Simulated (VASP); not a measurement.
Here is a VASP 6.6.1 calculation.

File INCAR:

```
PREC     = Accurate       # precision mode
ENCUT    = 600            # plane-wave cutoff, eV
EDIFF    = 1E-7           # SCF threshold, eV
ISMEAR   = -1             # smearing method
SIGMA    = 0.05           # smearing width, eV
LREAL    = F              # projectors in reciprocal space
LASPH    = T              # aspherical terms in the spheres
NELM     = 60             # most SCF steps
ALGO     = Normal         # electronic algorithm
ISIF     = 3              # what is computed and relaxed
LWAVE    = F              # write WAVECAR
LCHARG   = F              # write CHGCAR
GGA      = PE             # functional
IBRION   = 2              # ionic algorithm
NSW      = 60             # ionic steps
EDIFFG   = -0.01          # ionic threshold
```

File KPOINTS:

```
Automatic mesh
0
Gamma
  10 10 10
```

Contents of POSCAR:

```
HfC
1.0
    0.0000000000      2.3250000000      2.3250000000
    2.3250000000      0.0000000000      2.3250000000
    2.3250000000      2.3250000000      0.0000000000
Hf C
1 1
Direct
    0.5000000000      0.5000000000      0.5000000000
    0.0000000000      0.0000000000      0.0000000000
```

Potentials or basis: VASP PAW PBE potentials, release 64 (Hf_pv, C).

Run with:

```console
$ cat potpaw_PBE.64/Hf_pv/POTCAR potpaw_PBE.64/C/POTCAR > POTCAR
$ mpirun -np 1 vasp_std > vasp.out
```

Q: Estimate the relaxed cell.

A: a = 3.286 Å, b = 3.286 Å, c = 3.286 Å, α = 60.00°, β = 60.00°, γ = 60.00°.

Q: What does it give for the space group after relaxing (to 0.05 Å)?

A: Fm-3m (No. 225).

Q: Estimate the relaxed volume.

A: 12.54 Å³/atom.

Q: What does it give for the band gap on the k mesh?

A: Zero (band 7 reaches 6.97 eV, above the bottom of band 8 at 5.56 eV).

Final structure:
```
CELL_PARAMETERS angstrom
0.00000 2.32334 2.32334
2.32334 0.00000 2.32334
2.32334 2.32334 0.00000
ATOMIC_POSITIONS crystal
Hf 0.50000 0.50000 0.50000
C 0.00000 0.00000 0.00000
```

Caveat: spin-orbit coupling is left out, which moves the levels of the heavy elements.
